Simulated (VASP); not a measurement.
Here is a VASP 6.6.1 calculation.

Contents of INCAR:

```
PREC = Accurate
ENCUT = 600
EDIFF = 1E-7
ISMEAR = 0
SIGMA = 0.1
LREAL = False
LASPH = True
NELM = 100
ALGO = Normal
ISIF = 3
LWAVE = False
LCHARG = False
GGA = PE
IBRION = 2
NSW = 90
EDIFFG = -0.04
```

The input KPOINTS:

```
Automatic mesh
0
Gamma
  6 6 4
```

The input POSCAR:

```
MgSc2C2
1.0
    3.7863352800      0.0000000000      0.0000000000
   -1.8931676400      3.2790625400      0.0000000000
    0.0000000000      0.0000000000      7.4040821000
Mg Sc C
1 2 2
Direct
    0.6666666700      0.3333333300      0.0000000000
    0.0000000000      0.0000000000      0.7055339800
    0.0000000000      0.0000000000      0.2944660200
    0.6666666700      0.3333333300      0.5000000000
    0.3333333300      0.6666666700      0.0000000000
```

Potentials or basis: VASP PAW PBE potentials, release 64 (Mg, Sc_sv, C).

Command:

```console
$ cat potpaw_PBE.64/Mg/POTCAR potpaw_PBE.64/Sc_sv/POTCAR potpaw_PBE.64/C/POTCAR > POTCAR
$ mpirun -np 1 vasp_std > vasp.out
```

**Question.** Predict the relaxed volume.

**Answer.** 13.91 Å³/atom.

**Question.** Estimate the relaxed cell.

**Answer.** a = 3.544 Å, b = 3.544 Å, c = 6.393 Å, α = 90.00°, β = 90.00°, γ = 120.00°.

**Question.** What does it give for the band gap on the k mesh?

**Answer.** Zero (band 16 reaches 4.97 eV, above the bottom of band 17 at 4.68 eV).

Forces in eV/Å, atoms in the order of the input:
```
Mg   0.000  0.000  0.000
Sc   0.000  0.000 -0.004
Sc   0.000  0.000  0.004
C    0.000  0.000  0.000
C    0.000  0.000  0.000
```

Caveat: the volume moved by over 15 % at a fixed basis, so the end points are rough.
